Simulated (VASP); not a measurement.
# GaN in VASP: further runs

GaN is run at these levels: PBE; tasks: single point.

All numbers are computed with VASP 6.6.1; they aren't measurements. Logs are shortened: lines on timing, memory, paths and dates and some standing lists are left out, and cuts for length are marked.

### Step 1. The cell of the first run

The structure is hexagonal, space group P6_3mc (No. 186). Conventional cell: a = 3.219 Å, b = 3.219 Å, c = 5.243 Å, α = 90.00°, β = 90.00°, γ = 120.00°. Ga (site symmetry 3m) has 4 N at 1.94 to 2.07 Å within 2.6 Å. N (site symmetry 3m) has 4 Ga at 1.94 to 2.07 Å within 2.6 Å.

### Step 2. Single point, PBE (atoms displaced along a vibrational mode)

INCAR reads:

```
  ALGO = Normal
  EDIFF = 1E-6
  ENCUT = 520
  GGA = PE
  ISIF = 2
  ISMEAR = 0
  LASPH = True
  LCHARG = False
  LREAL = False
  LWAVE = False
  NBANDS = 46
  NELM = 60
  PREC = Accurate
  SIGMA = 0.05
```

KPOINTS reads:

```
k-points
0
Gamma
  8 6 6
```

POSCAR reads:

```
GaN
1.0
   -3.2185392732      0.0000000000      0.0000000000
    0.0000000000      0.0000000000     -5.2433778863
    0.0000000001     -5.5746735474      0.0000000000
Ga N
4 4
Direct
    0.5000000000      0.0038671782      0.1666644471
    0.0000000000      0.0038671782      0.6666644471
    0.0000000000      0.5038671782      0.3333355529
    0.5000000000      0.5038671782      0.8333355529
    0.5000000000      0.6091844548      0.1666525988
    0.0000000000      0.6091844548      0.6666525988
    0.0000000000      0.1091844548      0.3333474012
    0.5000000000      0.1091844548      0.8333474012
```

Potentials or basis: VASP PAW PBE potentials, release 64 (Ga_d, N).

Command:

```
cat potpaw_PBE.64/Ga_d/POTCAR potpaw_PBE.64/N/POTCAR > POTCAR
mpirun -np 1 vasp_std > vasp.out
```

OUTCAR:

```text
EDIFF = 1E-6
   ENCUT = 520
   GGA = PE
   ISIF = 2
   ISMEAR = 0
   LASPH = True
   LREAL = False
   NELM = 60
   PREC = Accurate

 ion  position               nearest neighbor table
   1  0.500  0.004  0.167-   8 1.94   7 1.94   7 1.94   5 2.07
   2  0.000  0.004  0.667-   7 1.94   8 1.94   8 1.94   6 2.07
   3  0.000  0.504  0.333-   6 1.94   5 1.94   5 1.94   7 2.07
   4  0.500  0.504  0.833-   5 1.94   6 1.94   6 1.94   8 2.07
   5  0.500  0.609  0.167-   4 1.94   3 1.94   3 1.94   1 2.07
   6  0.000  0.609  0.667-   3 1.94   4 1.94   4 1.94   2 2.07
   7  0.000  0.109  0.333-   2 1.94   1 1.94   1 1.94   3 2.07
   8  0.500  0.109  0.833-   1 1.94   2 1.94   2 1.94   4 2.07

  LATTYP: Found a simple orthorhombic cell.
 ALAT       =     3.2185392732
 B/A-ratio  =     1.6291172613
 C/A-ratio  =     1.7320508076

  Lattice vectors:

 A1 = (  -3.2185392732,   0.0000000000,   0.0000000000)
 A2 = (   0.0000000000,   0.0000000000,  -5.2433778863)
 A3 = (   0.0000000001,  -5.5746735474,   0.0000000000)

Analysis of symmetry for initial positions (statically):
=====================================================================
 Subroutine PRICEL returns following result:

  LATTYP: Found a hexagonal cell.
 ALAT       =     3.2185392732
 C/A-ratio  =     1.6291172613

  Lattice vectors:

 A1 = (  -1.6092696365,  -2.7873367737,   0.0000000000)
 A2 = (  -1.6092696366,   2.7873367737,   0.0000000000)
 A3 = (   0.0000000000,   0.0000000000,  -5.2433778863)

   2 primitive cells build up your supercell.

 Routine SETGRP: Setting up the symmetry group for a
 simple orthorhombic supercell.

 Subroutine GETGRP returns: Found  4 space group operations
 (whereof  2 operations were pure point group operations)
 out of a pool of  8 trial point group operations.

The static configuration has the point symmetry C_1h.
 The point group associated with its full space group is C_2v.

Analysis of symmetry for dynamics (positions and initial velocities):
=====================================================================
 Subroutine PRICEL returns following result:

  LATTYP: Found a hexagonal cell.
 ALAT       =     3.2185392732
 C/A-ratio  =     1.6291172613

  Lattice vectors:

 A1 = (  -1.6092696365,  -2.7873367737,   0.0000000000)
 A2 = (  -1.6092696366,   2.7873367737,   0.0000000000)
 A3 = (   0.0000000000,   0.0000000000,  -5.2433778863)

   2 primitive cells build up your supercell.

 Routine SETGRP: Setting up the symmetry group for a
 simple orthorhombic supercell.

 Subroutine GETGRP returns: Found  4 space group operations
 (whereof  2 operations were pure point group operations)
 out of a pool of  8 trial point group operations.

The dynamic configuration has the point symmetry C_1h.
 The point group associated with its full space group is C_2v.

 Subroutine INISYM returns: Found  4 space group operations
 (whereof  2 operations are pure point group operations),
 and found     2 'primitive' translations

----------------------------------------------------------------------------------------

                                     Primitive cell

  volume of cell :      47.0391

  direct lattice vectors                    reciprocal lattice vectors
    -1.609269637 -2.787336774  0.000000000    -0.310699953 -0.179382701  0.000000000
    -1.609269637  2.787336774  0.000000000    -0.310699953  0.179382701  0.000000000
     0.000000000  0.000000000 -5.243377886     0.000000000  0.000000000 -0.190716752

  length of vectors
     3.218539273  3.218539273  5.243377886     0.358765403  0.358765403  0.190716752

  position of ions in fractional coordinates (direct lattice)
     0.666664447  0.333335553  0.003867178
     0.333335553  0.666664447  0.503867178
     0.666652599  0.333347401  0.609184455
     0.333347401  0.666652599  0.109184455

  ion indices of the primitive-cell ions
   primitive index   ion index
                 1           1
                 2           4
                 3           5
                 4           8

----------------------------------------------------------------------------------------

 KPOINTS: k-points

Automatic generation of k-mesh.
 Grid dimensions read from file:
 generate k-points for:    8    6    6

 Generating k-lattice:

  Cartesian coordinates                     Fractional coordinates (reciprocal lattice)
    -0.038837494 -0.000000000  0.000000000     0.125000000  0.000000000  0.000000000
     0.000000000  0.000000000 -0.031786125     0.000000000  0.166666667  0.000000000
     0.000000000 -0.029897117  0.000000000     0.000000000  0.000000000  0.166666667

  Length of vectors
     0.038837494  0.031786125  0.029897117

  Shift w.r.t. Gamma in fractional coordinates (k-lattice)
     0.000000000  0.000000000  0.000000000

 Subroutine IBZKPT returns following result:
 ===========================================

 Found     80 irreducible k-points:

 Following reciprocal coordinates:
            Coordinates               Weight
  0.000000  0.000000  0.000000      1.000000
  0.125000  0.000000  0.000000      2.000000
  0.250000  0.000000  0.000000      2.000000
  0.375000  0.000000 -0.000000      2.000000
  0.500000  0.000000  0.000000      1.000000
  0.000000  0.166667  0.000000      2.000000
[... 16 lines left out ...]
  0.250000  0.000000  0.166667      4.000000
  0.375000  0.000000  0.166667      4.000000
 [... further k-points ...]
   k-points           NKPTS =     80   k-points in BZ     NKDIM =     80   number of bands    NBANDS=     46
   number of dos      NEDOS =    301   number of ions     NIONS =      8
   total plane-waves  NPLWV =  40320
   dimension x,y,z NGX =    24 NGY =   40 NGZ =   42
   dimension x,y,z NGXF=    48 NGYF=   80 NGZF=   84
   ions per type =               4   4
   NGX,Y,Z   is equivalent  to a cutoff of  12.40, 12.68, 12.53 a.u.
   NGXF,Y,Z  is equivalent  to a cutoff of  24.79, 25.36, 25.05 a.u.
 SYSTEM =  unknown system
   PREC   = accura    normal or accurate (medium, high low for compatibility)
   ISTART =      0    job   : 0-new  1-cont  2-samecut
   ICHARG =      2    charge: 1-file 2-atom 10-const
   ISPIN  =      1    spin polarized calculation?
   LNONCOLLINEAR =      F non collinear calculations
   LSORBIT =      F    spin-orbit coupling
   LASPH  =      T    aspherical Exc in radial PAW
   ENCUT  =  520.0 eV  38.22 Ry    6.18 a.u.   5.98  9.75 10.37*2*pi/ulx,y,z
   NELM   =     60;   NELMIN=  2; NELMDL= -5     # of ELM steps
   EDIFF  = 0.1E-05   stopping-criterion for ELM
   LREAL  =      F    real-space projection
   EDIFFG = 0.1E-04   stopping-criterion for IOM
   NSW    =      0    number of steps for IOM
   IBRION =     -1    ionic relax: 0-MD 1-quasi-New 2-CG
   NFREE  =      0    steps in history (QN), initial steepest desc. (CG)
   ISIF   =      2    stress and relaxation
   ISYM   =      2    0-nonsym 1-usesym 2-fastsym
   POTIM  = 0.5000    time-step for ionic-motion
   TEBEG  =    0.0;   TEEND  =   0.0 temperature during run
   PSTRESS=    0.0 pullay stress
   NELECT =      72.0000    total number of electrons
   NUPDOWN=      -1.0000    fix difference up-down
   EMIN   =  10.00;   EMAX   =-10.00  energy-range for DOS
   EFERMI =   0.00;   METHOD = LEGACY
   ISMEAR =     0;   SIGMA  =   0.05  broadening in eV -4-tet -1-fermi 0-gaus
   EFERMI_NEDOS =   21; number of points for ismear=-14 and -15
   IALGO  =     38    algorithm
   IMIX   =      4    mixing-type and parameters
     AMIX     =   0.40;   BMIX     =  1.00
     AMIX_MAG =   1.60;   BMIX_MAG =  1.00
  volume/ion in A,a.u.               =      11.76        79.36
  Fermi-wavevector in a.u.,A,eV,Ry     =   1.497462  2.829793 30.509608  2.242393
  Thomas-Fermi vector in A             =   2.609347
   LORBIT       =      0    0 simple, 1 ext, 2 COOP (PROOUT), +10 PAW based schemes
   GGA     = PE    functional components
   LHFCALC =     F    Hartree Fock is set to
   AEXX    =    0.0000 exact exchange contribution
   IVDW    =     0    specifies the selected vdW correction
   LEPSILON=     F    determine dielectric tensor
   LRPA    =     F    only Hartree local field effects (RPA)
 non-spin polarized calculation
 Gauss-broadening in eV      SIGMA  =   0.05
  energy-cutoff  :      520.00
  volume of cell :       94.08
 maximum number of plane-waves:      2568
 NGX is ok and might be reduce to    24
   NGX = 11   NGY = 19   NGZ = 21

 number of electron      72.0000007 magnetization

 Free energy of the ion-electron system (eV)
  ---------------------------------------------------
  ext. energy  EPLUGINS =         0.00000000
  ---------------------------------------------------
  free energy    TOTEN  =       -48.49665152 eV

  energy without entropy =      -48.49665152  energy(sigma->0) =      -48.49665152

 E-fermi :   5.3639     XC(G=0): -11.5109

 val. band max:        5.1514133596   @ k =   0.0000   0.0000   0.0000
 cond. band min:       6.7508615338   @ k =   0.0000   0.0000   0.0000
 fundamental gap:      1.5994481742
 Fermi energy:         5.3638908528

 k-point     1 :       0.0000    0.0000    0.0000
  band No.  band energies     occupation
      1     -10.7588      2.00000
      2      -9.9792      2.00000
      3      -9.9228      2.00000
      4      -9.7831      2.00000
      5      -8.4224      2.00000
      6      -8.4223      2.00000
[... 38 lines left out ...]
     45      14.7323      0.00000
     46      14.9068      0.00000

 k-point     2 :       0.1250    0.0000    0.0000
  band No.  band energies     occupation
      1     -10.6492      2.00000
      2      -9.9456      2.00000
      3      -9.8955      2.00000
      4      -9.7819      2.00000
      5      -8.4196      2.00000
      6      -8.4048      2.00000
[... 1070 lines left out ...]
 k-point    24 :       0.3750    0.0000    0.1667
  band No.  band energies     occupation
      1     -10.0713      2.00000
      2      -9.8484      2.00000
      3      -9.8085      2.00000
      4      -9.7858      2.00000
      5      -8.3908      2.00000
      6      -8.3586      2.00000
[... 38 lines left out ...]
     45      14.3632      0.00000
     46      14.5629      0.00000

 [... further k-points ...]

------------------------ aborting loop because EDIFF is reached ----------------------------------------

  FORCE on cell =-STRESS in cart. coord.  units (eV):
  Direction    XX          YY          ZZ          XY          YZ          ZX
  --------------------------------------------------------------------------------------
  -------------------------------------------------------------------------------------
  Total        1.7635194      1.7693546     -2.0028756     -0.0000000      0.0000000      0.0000000
  in kB       30.0331863     30.1325613    -34.1094833     -0.0000000      0.0000000      0.0000000
  external PRESSURE =       8.6854214 kB  Pullay stress =       0.0000000 kB

 VOLUME and BASIS-vectors are now :
 -----------------------------------------------------------------------------
  energy-cutoff  :      520.00
  volume of cell :       94.08
      direct lattice vectors                 reciprocal lattice vectors
    -3.218539273  0.000000000  0.000000000    -0.310699953 -0.000000000  0.000000000
     0.000000000  0.000000000 -5.243377886     0.000000000  0.000000000 -0.190716752
     0.000000000 -5.574673547  0.000000000     0.000000000 -0.179382701  0.000000000

 POSITION                                       TOTAL-FORCE (eV/Angst)
 -----------------------------------------------------------------------------------
     -1.60927     -0.92910     -0.02028         0.000000     -0.001539      0.770916
      0.00000     -3.71644     -0.02028         0.000000     -0.001539      0.770916
      0.00000     -1.85824     -2.64197        -0.000000      0.001539      0.770916
     -1.60927     -4.64557     -2.64197        -0.000000      0.001539      0.770916
     -1.60927     -0.92903     -3.19418         0.000000     -0.001515     -0.770916
      0.00000     -3.71637     -3.19418         0.000000     -0.001515     -0.770916
      0.00000     -1.85830     -0.57250        -0.000000      0.001515     -0.770916
     -1.60927     -4.64564     -0.57250        -0.000000      0.001515     -0.770916
 -----------------------------------------------------------------------------------
    total drift:                               -0.000000     -0.000036     -0.003621

  FREE ENERGIE OF THE ION-ELECTRON SYSTEM (eV)
  ---------------------------------------------------
  free  energy   TOTEN  =       -48.4966515235 eV

  energy  without entropy=      -48.4966515235  energy(sigma->0) =      -48.49665152
```

It took 3.2 min on 1 thread of AMD EPYC 9R45 (Zen 5), shared host; peak memory 0.33 GiB.

What came out:

```
Free energy            : -48.4967 eV
Pressure               : 0.9 GPa
Largest force          : 0.771 eV/Å
Band gap on the k mesh : 1.60 eV
```

Forces on the atoms (eV/Å):
```
Ga   0.000 -0.002  0.771
Ga   0.000 -0.002  0.771
Ga   0.000  0.002  0.771
Ga   0.000  0.002  0.771
N    0.000 -0.002 -0.771
N    0.000 -0.002 -0.771
N    0.000  0.002 -0.771
N    0.000  0.002 -0.771
```

Caveat: the cell differs from its parent crystal (atoms displaced along a vibrational mode).

[end of part 1 of 3]
